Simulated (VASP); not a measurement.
Runs of VASP 6.6.1 on Li3Tm. The structure is that of space group Pm-3m (No. 221), or close to it. The cells are those of the table. The cell was generated, and may not be a known phase.

| task | cell | k mesh | gap on the mesh (eV) | pressure (GPa) | relaxed volume (Å³/atom) |
| --- | --- | --- | --- | --- | --- |
| relaxation of cell and atoms | relaxed from a = 4.135 Å, 4 atoms | 4 × 4 × 4 | none | 0.0 | 23.65 |
| single point | a = 4.560 Å, 4 atoms | 10 × 10 × 10 | none | 0.0 | - |
| single point | a = 4.545 Å, 4 atoms | 4 × 4 × 4 | none | 0.2 | - |
| relaxation of cell and atoms | relaxed from a = 4.545 Å, 4 atoms | 10 × 10 × 10 | none | 0.0 | (a) |
| single point | a = 4.135 Å, 4 atoms | 4 × 4 × 4 | none | 10.2 | - |

Alike in all rows: level PBE; potentials or basis VASP PAW PBE potentials, release 64 (Li_sv, Tm_3), 4f in core; no spin polarisation; cutoff (eV) 750; smearing gaussian 0.1 eV.

Problem. Fill in the values left out.

Solution. (a) 23.69.

Caveats: some runs use coarse meshes; spin-orbit coupling is left out, which moves the levels of the heavy elements; the 4f electrons are frozen in the core, so they carry no moment and show no levels; the volume moved by over 15 % at a fixed basis, so the end points are rough (at least some runs).

A k mesh can miss the band edges, and the runs leave out spin-orbit coupling on Tm.

A gap of «none» marks levels without a gap at the run's occupations.
